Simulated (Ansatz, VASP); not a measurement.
# Pb: VASP beside Ansatz

The input INCAR:

```
SYSTEM = Pb
PREC = Accurate
ENCUT = 520
EDIFF = 1E-6
ISMEAR = 0
SIGMA = 0.012
LREAL = .False.
LASPH = .True.
NELM = 100
ALGO = Normal
ISIF = 2
LWAVE = .False.
LCHARG = .False.
GGA = PE
NBANDS = 13
```

File KPOINTS:

```
regular mesh
0
Gamma
  9 9 9
  0 0 0
```

POSCAR

```
Pb
1.0
    0.0000000000      2.4750200000      2.4750200000
    2.4750200000      0.0000000000      2.4750200000
    2.4750200000      2.4750200000      0.0000000000
Pb
1
Direct
    0.0000000000      0.0000000000      0.0000000000
```

The input input.yaml:

```yaml
crystal:
  lattice:
    - [0.0, 2.47502, 2.47502]
    - [2.47502, 0.0, 2.47502]
    - [2.47502, 2.47502, 0.0]
  atoms:
    - { symbol: Pb, position: [0.0, 0.0, 0.0] }
kpoints:
  mp_grid: { grid: [9, 9, 9] }
scf:
  occupations: { method: gaussian, width: 0.012 }
hamiltonian:
  xc: pbe
  pseudopotentials: { kind: all_electron, lapw: { basis_error: 0.001 } }
output:
  forces: true
  stress: true
  eigenvalues: true
```

Alike in both runs: task single point; functional PBE; k mesh 9 × 9 × 9; occupations gaussian, width 0.012 eV; no spin polarisation.

|  | VASP | Ansatz |
| --- | --- | --- |
| version | VASP 6.6.1 | Ansatz 0.2.0 |
| potentials or method | VASP PAW PBE potentials, release 64 (Pb_d), cutoff 520 eV | all-electron LAPW, scalar-relativistic |

```tsv
	VASP	Ansatz	Ansatz less VASP
gap on the k mesh at the Fermi level (eV)	none	none	-
pressure (GPa)	2.2	2.3	+0.07
```

A gap of «none» marks a metal or a gap that the smearing closes. Ansatz ran all-electron here, and VASP with PAW potentials.

Neither program's run includes spin-orbit coupling.
